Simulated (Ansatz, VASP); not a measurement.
**ZrHCl4 in VASP and in Ansatz**

```
Zr H Cl
1.0
     0.00000    3.93690    3.93690
     3.93690    0.00000    3.93690
     3.93690    3.93690    0.00000
Zr H Cl
1 1 4
Direct
  0.50000 0.50000 0.50000
  0.75000 0.75000 0.75000
  0.12504 0.12504 0.62487
  0.12504 0.12504 0.12504
  0.12504 0.62487 0.12504
  0.62487 0.12504 0.12504
```

Change from the starting cell: species swapped into the ZrAlFe4 type (F-43m, No. 216).

Alike in both runs: functional PBE; k mesh 8 × 8 × 8; occupations gaussian, width 0.1 eV; collinear spin.

Ansatz relaxed the structure, and its values are those at the end. VASP's run is a single point on that final structure, the one shown.

```csv
,VASP,Ansatz
version,VASP 6.6.1,Ansatz 0.2.0
potentials or method,"VASP PAW PBE potentials, release 64 (Zr_sv, H, Cl), cutoff 520 eV","scalar-relativistic, plane waves, PAW"
valence electrons in the cell,41,41
```

```csv
,VASP,Ansatz,Ansatz less VASP
gap on the k mesh at the Fermi level (eV),none,none,-
pressure (GPa),-0.7,0.0,+0.73
rms of the force components (eV/Å),0.004,0.006,+0.0025
net moment per atom (μB),0.00,0.11,+0.110
size of the moment on the site where the two differ most (μB),0.00,0.63,+0.634
```

The net moments are unlike, so the other rows may belong to different states. Site moments also hang on the region over which each program counts them. A gap of «none» marks a metal or a gap that the smearing closes.
